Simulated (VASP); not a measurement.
Write the native input for VASP 6.6.1 that does the following.

```yaml
Task: single point
Functional: PBE
Potentials_or_basis: VASP PAW PBE potentials, release 64 (Li_sv, H)
Cutoff: 520 eV
k_mesh: 6 × 6 × 6
Occupations: gaussian, width 0.02 eV
Spin: no spin polarisation
Dipole_correction: no
Further_INCAR_settings: ALGO = Normal; EDIFF = 1e-06; NBANDS = 11
```

The structure of LiH3 lies in POSCAR:

```
LiH3
1.0
    5.5118543838      0.0000000000      0.0000000000
   -2.7559271919      4.7734059184      0.0000000000
    0.0000000000      0.0000000000      5.4311893812
Li H
1 3
Direct
    0.0000000000      0.0000000000      0.5000000000
    0.0000000000      0.0000000000      0.8141067875
    0.0000000000      0.0000000000      0.1858932125
    0.0000000000      0.0000000000      0.0000000000
```

The cell was built from a structure type or drawn by symmetry, and may not be a known phase.

These files were run (other wordings do the same):

INCAR

```
PREC     = Accurate       # precision mode
ENCUT    = 520            # plane-wave cutoff, eV
EDIFF    = 1E-6           # SCF threshold, eV
ISMEAR   = 0              # smearing method
SIGMA    = 0.02           # smearing width, eV
LREAL    = F              # projectors in reciprocal space
LASPH    = T              # aspherical terms in the spheres
NELM     = 80             # most SCF steps
ALGO     = Normal         # electronic algorithm
ISIF     = 2              # what is computed and relaxed
LWAVE    = F              # write WAVECAR
LCHARG   = F              # write CHGCAR
GGA      = PE             # functional
NBANDS   = 11             # bands
```

KPOINTS

```
Automatic mesh
0
Gamma
  6 6 6
```

Potentials or basis: VASP PAW PBE potentials, release 64 (Li_sv, H).

Launch:

```bash
$ cat potpaw_PBE.64/Li_sv/POTCAR potpaw_PBE.64/H/POTCAR > POTCAR
$ mpirun -np 1 vasp_std > vasp.out
```

It gave:

* Largest force: 0.021 eV/Å
* Band gap on the k mesh: 3.07 eV (least direct gap 3.12 eV)

Wall time 16 s on 1 thread of Intel(R) Xeon(R) 6975P-C (Granite Rapids) (shared host), peak memory 0.25 GiB.
